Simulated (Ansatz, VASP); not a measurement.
Two plane-wave programs on CoSi3

```
Co Si
1.0
     3.68023    0.00000    0.00000
     0.00000    3.68023    0.00000
     0.00000    0.00000    3.68023
Co Si
1 3
Direct
  0.00000 0.00000 0.00000
  0.00000 0.50000 0.50000
  0.50000 0.00000 0.50000
  0.50000 0.50000 0.00000
```

Alike in both runs: functional PBE; k mesh 6 × 6 × 6; occupations gaussian, width 0.1 eV; collinear spin.

Ansatz relaxed the structure, and its values are those at the end. VASP's run is a single point on that final structure, the one shown.

|  | VASP | Ansatz |
| --- | --- | --- |
| version | VASP 6.6.1 | Ansatz 0.2.0 |
| potentials or method | VASP PAW PBE potentials, release 64 (Co, Si), cutoff 520 eV | scalar-relativistic, plane waves, PAW |
| valence electrons in the cell | 21 | 29 |

```csv
,VASP,Ansatz,Ansatz less VASP
gap on the k mesh at the Fermi level (eV),none,none,-
pressure (GPa),0.0,0.0,+0.03
net moment per atom (μB),0.13,0.13,+0.003
size of the moment on the site where the two differ most (μB),0.46,0.48,+0.021
```

Site moments also hang on the region over which each program counts them. A gap of «none» marks a metal or a gap that the smearing closes. With one functional, cell and mesh, what is left measures potentials, basis and numerics. VASP's potentials hold 21 valence electrons a cell and Ansatz's 29, so a difference there can come from the potentials and not from the codes.
